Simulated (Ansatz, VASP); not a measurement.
# Two plane-wave programs on Mg2I

The input INCAR:

```
ALGO = Normal ; EDIFF = 1E-7
EDIFFG = -0.04 ; ENCUT = 600
GGA = PE ; IBRION = 2
ISIF = 3 ; ISMEAR = 0
LASPH = T ; LCHARG = F
LREAL = F ; LWAVE = F
NELM = 80 ; NSW = 90
PREC = Accurate ; SIGMA = 0.1
```

File KPOINTS:

```
k-points
0
Gamma
  4 4 4
```

POSCAR

```
Mg2I
1.0
    6.2347044521      0.0000000000      0.0000000000
    0.0000000000      6.4245432094      0.0000000000
    0.0000000000      0.0000000000      4.1964356889
Mg I
4 2
Direct
    0.2250000000      0.8250000000      0.5000000000
    0.7250000000      0.6750000000      0.0000000000
    0.7750000000      0.1750000000      0.5000000000
    0.2750000000      0.3250000000      0.0000000000
    0.5000000000      0.5000000000      0.5000000000
    0.0000000000      0.0000000000      0.0000000000
```

Input for Ansatz:

```yaml
crystal:
  lattice:
    - [6.2347044521, 0.0, 0.0]
    - [0.0, 6.4245432094, 0.0]
    - [0.0, 0.0, 4.1964356889]
  atoms:
    - { symbol: Mg, position: [0.225, 0.825, 0.5] }
    - { symbol: Mg, position: [0.725, 0.675, 0.0] }
    - { symbol: Mg, position: [0.775, 0.175, 0.5] }
    - { symbol: Mg, position: [0.275, 0.325, 0.0] }
    - { symbol: I, position: [0.5, 0.5, 0.5] }
    - { symbol: I, position: [0.0, 0.0, 0.0] }
basis:
  ecutwfc: 420
kpoints:
  mp_grid: { grid: [4, 4, 4] }
hamiltonian:
  xc: pbe
scf:
  occupations: { method: gaussian, width: 0.1 }
  lower_state_search: "off"
output:
  forces: true
  stress: true
  eigenvalues: true
relax:
  adjacent_minimum: "off"
  f_tol: 0.04
  max_steps: 70
  cell: { stress_tol: 0.4 }
```

Alike in both runs: task relaxation of cell and atoms; functional PBE; k mesh 4 × 4 × 4; occupations gaussian, width 0.1 eV; no spin polarisation.

|  | VASP | Ansatz |
| --- | --- | --- |
| version | VASP 6.6.1 | Ansatz 0.2.0 |
| potentials or method | VASP PAW PBE potentials, release 64 (Mg, I), cutoff 600 eV | scalar-relativistic, plane waves, PAW |
| valence electrons in the cell | 22 | 74 |

VASP gave:

| Item | Value |
| --- | --- |
| gap on the k mesh at the Fermi level, each at its own relaxed structure (eV) | none |
| relaxed volume (Å³/atom) | 34.47 |
| relaxed length of the cell vector where the two differ most in proportion (Å) | 3.822 |

Task: Which values does Ansatz return?

Result: gap on the k mesh at the Fermi level, each at its own relaxed structure (eV): none; relaxed volume (Å³/atom): 35.00; relaxed length of the cell vector where the two differ most in proportion (Å): 3.865.

A gap of «none» marks a metal or a gap that the smearing closes. VASP's potentials hold 22 valence electrons a cell and Ansatz's 74, so a difference there can come from the potentials and not from the codes.

The k mesh is coarse, so the values compare programs but aren't converged. Spin-orbit coupling is off throughout. Noted on VASP's run: the volume moved by over 15 % at a fixed basis, so the end points are rough.
